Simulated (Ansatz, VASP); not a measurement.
HgTe in VASP and in Ansatz

File INCAR:

```
SYSTEM = HgTe
PREC = Accurate
ENCUT = 520
EDIFF = 1E-6
ISMEAR = -1
SIGMA = 0.08
LREAL = .FALSE.
LASPH = .TRUE.
NELM = 100
ALGO = Normal
ISIF = 2
LWAVE = .FALSE.
LCHARG = .FALSE.
GGA = PS
NBANDS = 16
```

The input KPOINTS:

```
Automatic mesh
0
G
  12 12 12
  0 0 0
```

File POSCAR:

```
HgTe
1.0
    0.0000000000      2.9215000000      2.9215000000
    2.9215000000      0.0000000000      2.9215000000
    2.9215000000      2.9215000000      0.0000000000
Hg Te
1 1
Direct
    0.0000000000      0.0000000000      0.0000000000
    0.5000000000      0.5000000000      0.5000000000
```

Input for Ansatz:

```yaml
crystal:
  lattice:
    - [0.0, 2.9215, 2.9215]
    - [2.9215, 0.0, 2.9215]
    - [2.9215, 2.9215, 0.0]
  atoms:
    - { symbol: Hg, position: [0.0, 0.0, 0.0] }
    - { symbol: Te, position: [0.5, 0.5, 0.5] }
kpoints:
  mp_grid: { grid: [12, 12, 12] }
  band_path:
    path:
      - [0.0, 0.0, 0.0]
      - [0.5, 0.0, 0.5]
      - [0.625, 0.25, 0.625]
      - [0.375, 0.375, 0.75]
      - [0.0, 0.0, 0.0]
      - [0.5, 0.5, 0.5]
      - [0.5, 0.25, 0.75]
      - [0.5, 0.0, 0.5]
    npoints: 5
scf:
  occupations: { method: fermi_dirac, width: 0.08 }
hamiltonian:
  xc: pbesol
  pseudopotentials: { kind: all_electron, lapw: { basis_error: 0.001 } }
output:
  forces: true
  stress: true
  eigenvalues: true
```

Alike in both runs: task single point; functional PBEsol; k mesh 12 × 12 × 12; occupations fermi-dirac, width 0.08 eV; no spin polarisation.

|  | VASP | Ansatz |
| --- | --- | --- |
| version | VASP 6.6.1 | Ansatz 0.2.0 |
| potentials or method | VASP PAW PBE potentials, release 64 (Hg, Te), cutoff 520 eV | all-electron LAPW, scalar-relativistic |

Ansatz gave:

| Quantity | Value |
| --- | --- |
| pressure (GPa) | 6.1 |

Task: Which values does VASP return?

Result: Pressure (GPa): 6.4.

VASP's potentials were made for PBE, not for PBEsol. Ansatz ran all-electron here, and VASP with PAW potentials.

Neither program's run includes spin-orbit coupling.
